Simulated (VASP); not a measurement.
Wanted: the native input for a VASP 6.6.1 run.

* Task: single point
* Functional: PBEsol
* Potentials or basis: VASP PAW PBE potentials, release 64 (Ni)
* Cutoff: 520 eV
* k mesh: 22 × 22 × 22
* Occupations: gaussian, width 0.15 eV
* Spin: collinear spin, ferromagnetic start
* Starting moments: [0.81] μB
* Dipole correction: no
* Further INCAR settings: ALGO = Fast; EDIFF = 1e-06; NBANDS = 15

The structure of Ni lies in POSCAR:

```
Ni
1.0
    0.0000000000      1.9093860000      1.7679500000
    1.9093860000      0.0000000000      1.7679500000
    1.9093860000      1.9093860000      0.0000000000
Ni
1
Direct
    0.0000000000      0.0000000000      0.0000000000
```

This cell differs from its parent crystal: strain +0.080 along x and y, +0.000 along z.

One way to write it, as run:

INCAR

```
ALGO = Fast
EDIFF = 1E-6
ENCUT = 520
GGA = PS
ISIF = 2
ISMEAR = 0
ISPIN = 2
LASPH = True
LCHARG = False
LMAXMIX = 4
LORBIT = 11
LREAL = False
LWAVE = False
MAGMOM = 0.81
NBANDS = 15
NELM = 150
PREC = Accurate
SIGMA = 0.15
```

KPOINTS

```
k-points
0
Gamma
  22 22 22
```

Potentials or basis: VASP PAW PBE potentials, release 64 (Ni).

Launch:

```sh
$ cat potpaw_PBE.64/Ni/POTCAR > POTCAR
$ mpirun -np 1 vasp_std > vasp.out
```

It gave:

| Property | Result |
| --- | --- |
| Pressure | -28.8 GPa |
| Net moment | 0.67 μB per cell |
| Site moments | Ni +0.69 μB |
| Valence electrons inside the program's atomic spheres | Ni 9.06 |

Caveat: the cell differs from its parent crystal (strain +0.080 along x and y, +0.000 along z); the cell stands under tension; the PAW data sets were made with another functional, which shifts forces and pressure a little.

Wall time 2.3 min on 1 thread of AMD EPYC 9R45 96-Core Processor (Zen 5) (shared host), peak memory 0.29 GiB.
